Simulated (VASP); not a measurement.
Write the native input for VASP 6.6.1 that does the following.

```yaml
Task: relaxation of cell and atoms
Functional: PBE
Potentials_or_basis: VASP PAW PBE potentials, release 64 (Li_sv, Ta_pv)
Cutoff: 600 eV
k_mesh: 4 × 4 × 4
Occupations: gaussian, width 0.1 eV
Spin: no spin polarisation
Dipole_correction: no
Further_INCAR_settings: ALGO = Fast; EDIFF = 1e-06; IBRION = 2; EDIFFG = -0.04; NSW = 90; ISIF = 3
```

The structure of Li5Ta3 lies in POSCAR:

```
Li5Ta3
1.0
   -2.9525348600      2.9525348600      2.9525348600
    2.9525348600     -2.9525348600      2.9525348600
    2.9525348600      2.9525348600     -2.9525348600
Li Ta
5 3
Direct
    0.0000000000      0.0000000000      0.0000000000
    0.0000000000      0.0000000000      0.5000000000
    0.0000000000      0.5000000000      0.0000000000
    0.5000000000      0.0000000000      0.0000000000
    0.5000000000      0.5000000000      0.5000000000
    0.0000000000      0.5000000000      0.5000000000
    0.5000000000      0.5000000000      0.0000000000
    0.5000000000      0.0000000000      0.5000000000
```

These files were run (other wordings do the same):

INCAR

```
PREC     = Accurate       # precision mode
ENCUT    = 600            # plane-wave cutoff, eV
EDIFF    = 1E-6           # SCF threshold, eV
ISMEAR   = 0              # smearing method
SIGMA    = 0.1            # smearing width, eV
LREAL    = F              # projectors in reciprocal space
LASPH    = T              # aspherical terms in the spheres
NELM     = 60             # most SCF steps
ALGO     = Fast           # electronic algorithm
ISIF     = 3              # what is computed and relaxed
LWAVE    = F              # write WAVECAR
LCHARG   = F              # write CHGCAR
GGA      = PE             # functional
IBRION   = 2              # ionic algorithm
NSW      = 90             # ionic steps
EDIFFG   = -0.04          # ionic threshold
```

KPOINTS

```
Automatic mesh
0
Gamma
  4 4 4
```

Potentials or basis: VASP PAW PBE potentials, release 64 (Li_sv, Ta_pv).

Command:

```console
$ cat potpaw_PBE.64/Li_sv/POTCAR potpaw_PBE.64/Ta_pv/POTCAR > POTCAR
$ mpirun -np 1 vasp_std > vasp.out
```

It gave:

```json
{
 "Relaxed volume": "15.32 Å³/atom",
 "Relaxed cell": "a = 5.420 Å, b = 5.420 Å, c = 5.420 Å, α = 109.47°, β = 109.47°, γ = 109.47°",
 "Space group after relaxing (to 0.05 Å)": "Im-3m (No. 229)",
 "Energy gained by relaxing": "120.7 meV/atom",
 "Ionic steps": "3",
 "Pressure after relaxing": "0.1 GPa",
 "Band gap on the k mesh": "zero (band 24 reaches 3.82 eV, above the bottom of band 25 at 3.30 eV)"
}
```

Caveat: the k points lie up to 0.35 Å⁻¹ apart in the final cell; the cutoff is under 1.25 times the usual one of these potentials, so pressure, stress and relaxed cells hold a basis-set (Pulay) error; the volume moved by over 15 % at a fixed basis, so the end points are rough; spin-orbit coupling is left out, which moves the levels of the heavy elements.

Run time: 7.9 min on 1 thread of Intel(R) Xeon(R) Platinum 8259CL CPU @ 2.50GHz (Skylake/Cascade Lake) (shared host), peak memory 0.27 GiB.
